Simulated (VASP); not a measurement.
# Ag (Fm-3m) in VASP: a series of runs

Ag is run at these levels: r2SCAN; tasks: single point.

Everything below comes from runs of VASP 6.6.1. Logs are shortened: lines on timing, memory, paths and dates and some standing lists are left out, and cuts for length are marked.

## Step 1: The cell of the first run

The structure is cubic, space group Fm-3m (No. 225). Conventional cell: a = 4.104 Å, b = 4.104 Å, c = 4.104 Å, α = 90.00°, β = 90.00°, γ = 90.00°. Ag (site symmetry m-3m) has 12 Ag at 2.90 Å within 3.8 Å.

## Step 2: Single point, r2SCAN

Contents of POSCAR:

```
Ag
1.0
    0.0000000000      2.0520775141      2.0520775141
    2.0520775141      0.0000000000      2.0520775141
    2.0520775141      2.0520775141      0.0000000000
Ag
1
Direct
    0.0000000000      0.0000000000      0.0000000000
```

Contents of INCAR.step1:

```
SYSTEM = Ag
ALGO = Normal ; EDIFF = 1E-4
ENCUT = 520 ; GGA = PE
ISMEAR = 0 ; LASPH = .True.
LCHARG = .False. ; LREAL = .False.
LWAVE = .True. ; NBANDS = 12
NELM = 60 ; PREC = Accurate
SIGMA = 0.1
```

Contents of INCAR.step2:

```
SYSTEM = Ag
ALGO = Normal ; EDIFF = 1E-6
ENCUT = 520 ; ISIF = 2
ISMEAR = 0 ; ISTART = 1
LASPH = .True. ; LCHARG = .False.
LMIXTAU = .True. ; LREAL = .False.
LWAVE = .False. ; METAGGA = R2SCAN
NBANDS = 12 ; NELM = 60
PREC = Accurate ; SIGMA = 0.1
```

Contents of KPOINTS:

```
k-points
0
Gamma
  18 18 18
  0 0 0
```

Potentials or basis: VASP PAW PBE potentials, release 64 (Ag).

Command:

```sh
cat potpaw_PBE.64/Ag/POTCAR > POTCAR
cp INCAR.step1 INCAR
mpirun -np 1 vasp_std > vasp.out
cp INCAR.step2 INCAR
mpirun -np 1 vasp_std > vasp.out
```

OUTCAR:

```text
SYSTEM = Ag
   EDIFF = 1E-6
   ENCUT = 520
   ISIF = 2
   ISMEAR = 0
   ISTART = 1
   LASPH = .True.
   LREAL = .False.
   METAGGA = R2SCAN
   NELM = 60
   PREC = Accurate

 ion  position               nearest neighbor table
   1  0.000  0.000  0.000-

  LATTYP: Found a face centered cubic cell.
 ALAT       =     4.1041550282

  Lattice vectors:

 A1 = (   0.0000000000,   2.0520775141,   2.0520775141)
 A2 = (   2.0520775141,   0.0000000000,   2.0520775141)
 A3 = (   2.0520775141,   2.0520775141,   0.0000000000)

Analysis of symmetry for initial positions (statically):
=====================================================================
 Subroutine PRICEL returns:
 Original cell was already a primitive cell.

 Routine SETGRP: Setting up the symmetry group for a
 face centered cubic supercell.

 Subroutine GETGRP returns: Found 48 space group operations
 (whereof 48 operations were pure point group operations)
 out of a pool of 48 trial point group operations.

The static configuration has the point symmetry O_h .

Analysis of symmetry for dynamics (positions and initial velocities):
=====================================================================
 Subroutine PRICEL returns:
 Original cell was already a primitive cell.

 Routine SETGRP: Setting up the symmetry group for a
 face centered cubic supercell.

 Subroutine GETGRP returns: Found 48 space group operations
 (whereof 48 operations were pure point group operations)
 out of a pool of 48 trial point group operations.

The dynamic configuration has the point symmetry O_h .

 Subroutine INISYM returns: Found 48 space group operations
 (whereof 48 operations are pure point group operations),
 and found     1 'primitive' translations

----------------------------------------------------------------------------------------

                                     Primitive cell

  volume of cell :      17.2827

  direct lattice vectors                    reciprocal lattice vectors
     0.000000000  2.052077514  2.052077514    -0.243655513  0.243655513  0.243655513
     2.052077514  0.000000000  2.052077514     0.243655513 -0.243655513  0.243655513
     2.052077514  2.052077514  0.000000000     0.243655513  0.243655513 -0.243655513

  length of vectors
     2.902075851  2.902075851  2.902075851     0.422023729  0.422023729  0.422023729

  position of ions in fractional coordinates (direct lattice)
     0.000000000  0.000000000  0.000000000

  ion indices of the primitive-cell ions
   primitive index   ion index
                 1           1

----------------------------------------------------------------------------------------

 KPOINTS: k-points

Automatic generation of k-mesh.
 Grid dimensions read from file:
 generate k-points for:   18   18   18

 Generating k-lattice:

  Cartesian coordinates                     Fractional coordinates (reciprocal lattice)
    -0.013536417  0.013536417  0.013536417     0.055555556  0.000000000  0.000000000
     0.013536417 -0.013536417  0.013536417     0.000000000  0.055555556  0.000000000
     0.013536417  0.013536417 -0.013536417     0.000000000  0.000000000  0.055555556

  Length of vectors
     0.023445763  0.023445763  0.023445763

  Shift w.r.t. Gamma in fractional coordinates (k-lattice)
     0.000000000  0.000000000  0.000000000

 Subroutine IBZKPT returns following result:
 ===========================================

 Found    195 irreducible k-points:

 Following reciprocal coordinates:
            Coordinates               Weight
  0.000000  0.000000  0.000000      1.000000
  0.055556  0.000000  0.000000      8.000000
  0.111111  0.000000  0.000000      8.000000
  0.166667  0.000000  0.000000      8.000000
  0.222222  0.000000  0.000000      8.000000
  0.277778  0.000000  0.000000      8.000000
[... 16 lines left out ...]
 -0.277778  0.055556  0.000000     24.000000
 -0.222222  0.055556  0.000000     24.000000
 [... further k-points ...]
   k-points           NKPTS =    195   k-points in BZ     NKDIM =    195   number of bands    NBANDS=     12
   number of dos      NEDOS =    301   number of ions     NIONS =      1
   total plane-waves  NPLWV =  13824
   dimension x,y,z NGX =    24 NGY =   24 NGZ =   24
   dimension x,y,z NGXF=    48 NGYF=   48 NGZF=   48
   ions per type =               1
   NGX,Y,Z   is equivalent  to a cutoff of  13.75, 13.75, 13.75 a.u.
   NGXF,Y,Z  is equivalent  to a cutoff of  27.50, 27.50, 27.50 a.u.
 SYSTEM =  Ag
   PREC   = accura    normal or accurate (medium, high low for compatibility)
   ISTART =      1    job   : 0-new  1-cont  2-samecut
   ICHARG =      0    charge: 1-file 2-atom 10-const
   ISPIN  =      1    spin polarized calculation?
   LNONCOLLINEAR =      F non collinear calculations
   LSORBIT =      F    spin-orbit coupling
   LASPH  =      T    aspherical Exc in radial PAW
   ENCUT  =  520.0 eV  38.22 Ry    6.18 a.u.   5.40  5.40  5.40*2*pi/ulx,y,z
   NELM   =     60;   NELMIN=  2; NELMDL=  0     # of ELM steps
   EDIFF  = 0.1E-05   stopping-criterion for ELM
   LREAL  =      F    real-space projection
   EDIFFG = 0.1E-04   stopping-criterion for IOM
   NSW    =      0    number of steps for IOM
   IBRION =     -1    ionic relax: 0-MD 1-quasi-New 2-CG
   NFREE  =      0    steps in history (QN), initial steepest desc. (CG)
   ISIF   =      2    stress and relaxation
   ISYM   =      2    0-nonsym 1-usesym 2-fastsym
   POTIM  = 0.5000    time-step for ionic-motion
   TEBEG  =    0.0;   TEEND  =   0.0 temperature during run
   PSTRESS=    0.0 pullay stress
   NELECT =      11.0000    total number of electrons
   NUPDOWN=      -1.0000    fix difference up-down
   EMIN   =  10.00;   EMAX   =-10.00  energy-range for DOS
   EFERMI =   0.00;   METHOD = LEGACY
   ISMEAR =     0;   SIGMA  =   0.10  broadening in eV -4-tet -1-fermi 0-gaus
   EFERMI_NEDOS =   21; number of points for ismear=-14 and -15
   IALGO  =     38    algorithm
   IMIX   =      4    mixing-type and parameters
     AMIX     =   0.40;   BMIX     =  1.00
     AMIX_MAG =   1.60;   BMIX_MAG =  1.00
  volume/ion in A,a.u.               =      17.28       116.63
  Fermi-wavevector in a.u.,A,eV,Ry     =   1.408214  2.661138 26.981257  1.983066
  Thomas-Fermi vector in A             =   2.530394
   LORBIT       =      0    0 simple, 1 ext, 2 COOP (PROOUT), +10 PAW based schemes
   METAGGA = R2SCAN    functional components
   LHFCALC =     F    Hartree Fock is set to
   AEXX    =    0.0000 exact exchange contribution
   IVDW    =     0    specifies the selected vdW correction
   LEPSILON=     F    determine dielectric tensor
   LRPA    =     F    only Hartree local field effects (RPA)
 non-spin polarized calculation
 Gauss-broadening in eV      SIGMA  =   0.10
  energy-cutoff  :      520.00
  volume of cell :       17.28
 maximum number of plane-waves:       483
 NGX is ok and might be reduce to    24
   NGX = 11   NGY = 11   NGZ = 11

 number of electron      10.9999999 magnetization

 Free energy of the ion-electron system (eV)
  ---------------------------------------------------
  ext. energy  EPLUGINS =         0.00000000
  ---------------------------------------------------
  free energy    TOTEN  =       -21.36076203 eV

  energy without entropy =      -21.35975001  energy(sigma->0) =      -21.36025602

 E-fermi :   8.2129     XC(G=0): -12.8751

 val. band max:        8.1800577238   @ k =   0.5000   0.1667   0.0556
 cond. band min:       8.3346986880   @ k =   0.5000   0.3333   0.1111
 fundamental gap:      0.1546409641
 Fermi energy:         8.2128563458

 k-point     1 :       0.0000    0.0000    0.0000
  band No.  band energies     occupation
      1       0.3887      2.00000
      2       3.1555      2.00000
      3       3.1555      2.00000
      4       3.1555      2.00000
      5       4.1754      2.00000
      6       4.1754      2.00000
      7      24.8659      0.00000
      8      28.5100      0.00000
      9      28.5100      0.00000
     10      28.5100      0.00000
     11      33.4345      0.00000
     12      34.3985      0.00000

 k-point     2 :       0.0556    0.0000    0.0000
  band No.  band energies     occupation
      1       0.4876      2.00000
      2       3.1334      2.00000
      3       3.1825      2.00000
      4       3.1825      2.00000
      5       4.1650      2.00000
      6       4.1650      2.00000
      7      24.8770      0.00000
      8      27.6304      0.00000
      9      28.5418      0.00000
     10      28.5418      0.00000
     11      33.4904      0.00000
     12      34.3052      0.00000

 k-point     3 :       0.1111    0.0000    0.0000
  band No.  band energies     occupation
      1       0.7722      2.00000
      2       3.0839      2.00000
      3       3.2528      2.00000
      4       3.2528      2.00000
      5       4.1451      2.00000
      6       4.1451      2.00000
      7      24.5659      0.00000
      8      26.2040      0.00000
      9      28.6151      0.00000
     10      28.6151      0.00000
     11      32.6439      0.00000
     12      33.9598      0.00000

 k-point     4 :       0.1667    0.0000    0.0000
  band No.  band energies     occupation
      1       1.1906      2.00000
      2       3.0707      2.00000
      3       3.3304      2.00000
      4       3.3304      2.00000
      5       4.1505      2.00000
      6       4.1505      2.00000
      7      22.9568      0.00000
      8      25.7783      0.00000
      9      28.6621      0.00000
     10      28.6621      0.00000
     11      31.9123      0.00000
     12      33.3188      0.00000

 k-point     5 :       0.2222    0.0000    0.0000
  band No.  band energies     occupation
      1       1.5917      2.00000
      2       3.2595      2.00000
      3       3.3626      2.00000
      4       3.3626      2.00000
      5       4.2305      2.00000
      6       4.2305      2.00000
      7      20.8023      0.00000
      8      25.6135      0.00000
      9      28.5737      0.00000
     10      28.5737      0.00000
     11      31.7293      0.00000
     12      32.5875      0.00000
[... 228 lines left out ...]
      1       1.7168      2.00000
      2       3.1531      2.00000
      3       3.2100      2.00000
      4       4.6947      2.00000
      5       4.7639      2.00000
      6       6.7685      2.00000
      7      13.8308      0.00000
      8      24.1569      0.00000
      9      26.0410      0.00000
     10      27.3701      0.00000
     11      31.6981      0.00000
     12      32.0503      0.00000

 k-point    22 :      -0.3333    0.0556    0.0000
  band No.  band energies     occupation
      1       1.7908      2.00000
      2       3.2210      2.00000
      3       3.2715      2.00000
      4       4.4243      2.00000
      5       4.5542      2.00000
      6       5.6393      2.00000
      7      15.7841      0.00000
      8      24.4071      0.00000
      9      26.3797      0.00000
     10      28.2980      0.00000
     11      31.5103      0.00000
     12      31.7559      0.00000

 k-point    23 :      -0.2778    0.0556    0.0000
  band No.  band energies     occupation
      1       1.8429      2.00000
      2       3.2866      2.00000
      3       3.3450      2.00000
      4       3.9035      2.00000
      5       4.3255      2.00000
      6       4.8866      2.00000
      7      17.9159      0.00000
      8      24.7204      0.00000
      9      26.9050      0.00000
     10      29.3562      0.00000
     11      31.2054      0.00000
     12      31.3649      0.00000

 k-point    24 :      -0.2222    0.0556    0.0000
  band No.  band energies     occupation
      1       1.7579      2.00000
      2       3.2144      2.00000
      3       3.3975      2.00000
      4       3.4495      2.00000
      5       4.1333      2.00000
      6       4.5134      2.00000
      7      20.1290      0.00000
      8      25.0260      0.00000
      9      27.4577      0.00000
     10      30.0405      0.00000
     11      30.7187      0.00000
     12      31.6930      0.00000

 [... further k-points ...]
[... 5 lines left out ...]
  --------------------------------------------------------------------------------------
  -------------------------------------------------------------------------------------
  Total        0.0118138      0.0118138      0.0118138     -0.0000000     -0.0000000      0.0000000
  in kB        1.0951883      1.0951883      1.0951883     -0.0000000     -0.0000000      0.0000000
  external PRESSURE =       1.0951883 kB  Pullay stress =       0.0000000 kB

 VOLUME and BASIS-vectors are now :
 -----------------------------------------------------------------------------
  energy-cutoff  :      520.00
  volume of cell :       17.28
      direct lattice vectors                 reciprocal lattice vectors
     0.000000000  2.052077514  2.052077514    -0.243655513  0.243655513  0.243655513
     2.052077514  0.000000000  2.052077514     0.243655513 -0.243655513  0.243655513
     2.052077514  2.052077514  0.000000000     0.243655513  0.243655513 -0.243655513

 POSITION                                       TOTAL-FORCE (eV/Angst)
 -----------------------------------------------------------------------------------
      0.00000      0.00000      0.00000        -0.000000      0.000000      0.000000
 -----------------------------------------------------------------------------------
    total drift:                               -0.000000      0.000000     -0.000000

  FREE ENERGIE OF THE ION-ELECTRON SYSTEM (eV)
  ---------------------------------------------------
  free  energy   TOTEN  =       -21.3607620305 eV

  energy  without entropy=      -21.3597500147  energy(sigma->0) =      -21.36025602
```

It took 54 s on 1 thread of Intel Xeon Platinum 8559C (Emerald Rapids), shared host; peak memory 0.17 GiB.

Results:

| Quantity | Value |
| --- | --- |
| Free energy | -21.3608 eV |
| Pressure | 0.1 GPa |

Caveat: the PAW data sets were made with another functional, which shifts forces and pressure a little.

## Step 3: Single point, r2SCAN

Contents of POSCAR:

```
Ag
1.0
    0.0000000000      2.0520775136      2.0520775136
    2.0520775136      0.0000000000      2.0520775136
    2.0520775136      2.0520775136      0.0000000000
Ag
1
Direct
    0.0000000000      0.0000000000      0.0000000000
```

Contents of INCAR.step1:

```
SYSTEM = Ag
  PREC = Accurate
  ENCUT = 520
  ISMEAR = 0
  SIGMA = 0.15
  LREAL = .False.
  LASPH = .True.
  NELM = 80
  NBANDS = 12
  GGA = PE
  ALGO = Normal
  EDIFF = 1E-4
  LWAVE = .True.
  LCHARG = .False.
```

Contents of INCAR.step2:

```
SYSTEM = Ag
  PREC = Accurate
  ENCUT = 520
  EDIFF = 1E-7
  ISMEAR = 0
  SIGMA = 0.15
  LREAL = .False.
  LASPH = .True.
  NELM = 80
  ALGO = Normal
  ISIF = 2
  LWAVE = .False.
  LCHARG = .False.
  METAGGA = R2SCAN
  LMIXTAU = .True.
  NBANDS = 12
  ISTART = 1
```

Contents of KPOINTS:

```
regular mesh
0
Gamma
  26 26 26
  0 0 0
```

Potentials or basis: VASP PAW PBE potentials, release 64 (Ag).

Command:

```sh
cat potpaw_PBE.64/Ag/POTCAR > POTCAR
cp INCAR.step1 INCAR
mpirun -np 1 vasp_std > vasp.out
cp INCAR.step2 INCAR
mpirun -np 1 vasp_std > vasp.out
```

Run time: 3.5 min. Hardware: 1 thread of AMD EPYC 9R45 (Zen 5), shared host; peak memory 0.2 GiB.

The run converged. Its results:

```yaml
Free_energy: -21.3598 eV
Pressure: 0.1 GPa
```

Levels at points of the mesh, in eV from the Fermi level:
| k point | band 3 | band 4 | band 5 | band 6 | band 7 | band 8 | band 9 | band 10 |
| --- | --- | --- | --- | --- | --- | --- | --- | --- |
| (0.00, 0.00, 0.00) | -5.16 | -5.16 | -4.14 | -4.14 | 16.55 | 20.20 | 20.20 | 20.20 |
| (0.50, 0.00, 0.00) | -5.19 | -3.34 | -3.34 | -0.36 | 3.56 | 15.79 | 18.40 | 18.40 |
| (0.50, 0.50, 0.00) | -3.38 | -3.13 | -3.13 | 1.67 | 6.80 | 11.00 | 11.00 | 17.45 |

Caveat: the PAW data sets were made with another functional, which shifts forces and pressure a little.

(Continued in part 2 of 2.)
